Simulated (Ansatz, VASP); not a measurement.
One calculation of TiAl, two programs

```
CELL_PARAMETERS angstrom
2.84782 0.00000 0.00000
-1.42391 2.46629 0.00000
0.00000 0.00000 4.55065
ATOMIC_POSITIONS crystal
Ti 0.00000 0.00000 0.00000
Al 0.33333 0.66667 0.50000
```

Change from the starting cell: strain -0.0150 x Voigt [0, 0, 1, 0, 0, 0], atoms carried along.

Alike in both runs: task single point; functional PBEsol; k mesh 24 × 24 × 14; occupations gaussian, width 0.15 eV; no spin polarisation.

|  | VASP | Ansatz |
| --- | --- | --- |
| version | VASP 6.6.1 | Ansatz 0.2.0 |
| potentials or method | VASP PAW PBE potentials, release 64 (Ti_sv, Al), cutoff 500 eV | scalar-relativistic, plane waves, PAW |
| valence electrons in the cell | 15 | 15 |

VASP gave:

```
gap on the k mesh at the Fermi level (eV)                     : none
pressure (GPa)                                                : 2.0
traceless stress, the component that is largest in VASP (GPa) : 1.64
```

Task: What did Ansatz give for the same quantities?

Result: gap on the k mesh at the Fermi level (eV): none; pressure (GPa): 2.0; traceless stress, the component that is largest in VASP (GPa): 1.56.

VASP's potentials were made for PBE, not for PBEsol. A gap of «none» marks a metal or a gap that the smearing closes.
